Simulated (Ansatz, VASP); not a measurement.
**Two plane-wave programs on Ge**

Contents of INCAR:

```
SYSTEM = Ge
PREC     = Accurate       ! precision mode
ENCUT    = 520            ! plane-wave cutoff, eV
EDIFF    = 1E-7           ! SCF threshold, eV
ISMEAR   = -1             ! smearing method
SIGMA    = 0.05           ! smearing width, eV
LREAL    = .False.        ! projectors in reciprocal space
LASPH    = .True.         ! aspherical terms in the spheres
NELM     = 60             ! most SCF steps
ALGO     = Normal         ! electronic algorithm
ISIF     = 2              ! what is computed and relaxed
LWAVE    = .False.        ! write WAVECAR
LCHARG   = .False.        ! write CHGCAR
GGA      = PE             ! functional
NBANDS   = 21             ! bands
```

Contents of KPOINTS:

```
regular mesh
0
Gamma
  8 8 8
  0 0 0
```

File POSCAR:

```
Ge
1.0
    0.0000000000      2.8289100000      2.8289100000
    2.8289100000      0.0000000000      2.8289100000
    2.8289100000      2.8289100000      0.0000000000
Ge
2
Direct
    0.7609660000      0.7332560000      0.7533390000
    0.4934450000      0.4893950000      0.5101500000
```

Contents of input.yaml:

```yaml
crystal:
  lattice:
    - [0.0, 2.82891, 2.82891]
    - [2.82891, 0.0, 2.82891]
    - [2.82891, 2.82891, 0.0]
  atoms:
    - { symbol: Ge, position: [0.760966, 0.733256, 0.753339] }
    - { symbol: Ge, position: [0.493445, 0.489395, 0.51015] }
hamiltonian:
  xc: pbe
  pseudopotentials: { kind: paw, azcp: { folder: soft_1 } }
kpoints:
  mp_grid: { grid: [8, 8, 8] }
scf:
  occupations: { method: fermi_dirac, width: 0.05 }
output:
  forces: true
  stress: true
  eigenvalues: true
```

Change from the starting cell: atoms moved at random, drawn with an rms of 0.05 Å.

Alike in both runs: task single point; functional PBE; k mesh 8 × 8 × 8; occupations fermi-dirac, width 0.05 eV; no spin polarisation.

|  | VASP | Ansatz |
| --- | --- | --- |
| version | VASP 6.6.1 | Ansatz 0.2.0 |
| potentials or method | VASP PAW PBE potentials, release 64 (Ge_d) | Ansatz PAW soft_1 |
| plane-wave cutoff (eV) | 520 | 420 |
| valence electrons in the cell | 28 | 28 |

|  | VASP | Ansatz | Ansatz less VASP |
| --- | --- | --- | --- |
| gap on the k mesh at the Fermi level (eV) | none | none | - |
| pressure (GPa) | 3.7 | 3.8 | +0.07 |
| traceless stress, the component that is largest in VASP (GPa) | 1.28 | 1.28 | +0.008 |
| rms of the force components (eV/Å) | 0.409 | 0.409 | +0.0003 |

Atom by atom the forces differ by 0.000 eV/Å (rms over components). A gap of «none» marks a metal or a gap that the smearing closes.
